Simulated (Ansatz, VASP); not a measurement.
Sc2Br in VASP and in Ansatz

```
Sc Br
1.0
    -3.83796    3.83796    3.00717
     3.83796   -3.83796    3.00717
     3.83796    3.83796   -3.00717
Sc Br
4 2
Direct
  0.29916 0.00000 0.29916
  0.70084 0.00000 0.70084
  0.00000 0.70084 0.70084
  0.00000 0.29916 0.29916
  0.74525 0.74525 0.00000
  0.25475 0.25475 0.00000
```

Alike in both runs: functional PBE; k mesh 8 × 8 × 8; occupations gaussian, width 0.1 eV; no spin polarisation.

Ansatz relaxed the structure, and its values are those at the end. VASP's run is a single point on that final structure, the one shown.

|  | VASP | Ansatz |
| --- | --- | --- |
| version | VASP 6.6.1 | Ansatz 0.2.0 |
| potentials or method | VASP PAW PBE potentials, release 64 (Sc_sv, Br), cutoff 520 eV | scalar-relativistic, plane waves, PAW |
| valence electrons in the cell | 58 | 58 |

|  | VASP | Ansatz | Ansatz less VASP |
| --- | --- | --- | --- |
| gap on the k mesh at the Fermi level (eV) | none | none | - |
| pressure (GPa) | 0.1 | 0.0 | -0.07 |
| rms of the force components (eV/Å) | 0.013 | 0.001 | -0.0126 |

A gap of «none» marks a metal or a gap that the smearing closes. The functional is the same, so the differences come from potentials, cutoffs and numerics.
